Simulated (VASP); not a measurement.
The system is SiO2.

```
CELL_PARAMETERS angstrom
4.01778 0.00000 0.00000
0.00000 4.01778 0.00000
0.00000 0.00000 2.56209
ATOMIC_POSITIONS crystal
Si 0.00000 0.00000 0.00000
Si 0.50000 0.50000 0.50000
O 0.30245 0.30245 0.00000
O 0.19755 0.80245 0.50000
O 0.80245 0.19755 0.50000
O 0.69755 0.69755 0.00000
```

This cell differs from its parent crystal: strain -4.0%.

Program: VASP 6.6.1. Alike in all runs: task single point; potentials or basis VASP PAW PBE potentials, release 64 (Si, O); no spin polarisation; cell as given; cutoff (eV) 520.

Order these runs on this cell by their band gap on the k mesh, lowest first.
A. level r2SCAN; k mesh 6 × 6 × 10; smearing gaussian 0.01 eV
B. level HSE06; k mesh 4 × 4 × 6; smearing gaussian 0.01 eV; grid for exact exchange (PRECFOCK) Fast; share of exact exchange 0.25; screening parameter 0.2079 1/Å
C. level PBE; k mesh 6 × 6 × 10; smearing fermi-dirac 0.02 eV

C (7.17 eV), A (8.14 eV), B (9.21 eV).

A k mesh can miss the band edges.
